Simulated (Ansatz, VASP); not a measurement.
Sb: VASP beside Ansatz

```
CELL_PARAMETERS angstrom
3.16810 0.00000 0.00000
0.00000 3.16810 0.00000
0.00000 0.00000 3.16810
ATOMIC_POSITIONS crystal
Sb 0.00000 0.00000 0.00000
```

Change from the starting cell: volume scaled by 1.06.

Alike in both runs: task single point; functional PBE; k mesh 13 × 13 × 13; occupations fermi-dirac, width 0.05 eV; no spin polarisation.

```csv
,VASP,Ansatz
version,VASP 6.6.1,Ansatz 0.2.0
potentials or method,"VASP PAW PBE potentials, release 64 (Sb), cutoff 520 eV","all-electron LAPW, scalar-relativistic"
```

Ansatz gave:

| Quantity | Value |
| --- | --- |
| pressure (GPa) | -2.8 |

Task: Which values does VASP return?

Result: Pressure (GPa): -2.9.

Ansatz ran all-electron here, and VASP with PAW potentials.

Neither program's run includes spin-orbit coupling.
